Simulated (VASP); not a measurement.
Here is a VASP 6.6.1 calculation.

The input INCAR:

```
SYSTEM = Hf2N
PREC     = Accurate       ! precision mode
ENCUT    = 520            ! plane-wave cutoff, eV
EDIFF    = 1E-6           ! SCF threshold, eV
ISMEAR   = 0              ! smearing method
SIGMA    = 0.15           ! smearing width, eV
LREAL    = .FALSE.        ! projectors in reciprocal space
LASPH    = .TRUE.         ! aspherical terms in the spheres
NELM     = 100            ! most SCF steps
ALGO     = Normal         ! electronic algorithm
ISIF     = 2              ! what is computed and relaxed
LWAVE    = .FALSE.        ! write WAVECAR
LCHARG   = .FALSE.        ! write CHGCAR
NBANDS   = 34             ! bands
```

File KPOINTS:

```
regular mesh
0
G
  8 8 12
  0 0 0
```

Contents of POSCAR:

```
Hf2N
1.0
    5.2521585898      0.0000000000      0.0000000000
    0.0000000000      5.2521585898      0.0000000000
    0.0000000000      0.0000000000      3.2005839592
Hf N
4 2
Direct
    0.2954034337      0.2954034337      0.0000000000
    0.7045965663      0.7045965663      0.0000000000
    0.7954034337      0.2045965663      0.5000000000
    0.2045965663      0.7954034337      0.5000000000
    0.0000000000      0.0000000000      0.0000000000
    0.5000000000      0.5000000000      0.5000000000
```

Potentials or basis: VASP PAW LDA potentials, release 64 (Hf_pv, N).

The run is started by

```bash
$ cat potpaw_LDA.64/Hf_pv/POTCAR potpaw_LDA.64/N/POTCAR > POTCAR
$ mpirun -np 1 vasp_std > vasp.out
```

(1) What does it give for the band gap on the k mesh?

(2) What does it give for the largest force?

## Answers

(1) zero (band 25 reaches 7.60 eV, above the bottom of band 26 at 4.83 eV).

(2) 0.006 eV/Å.

Caveat: spin-orbit coupling is left out, which moves the levels of the heavy elements.
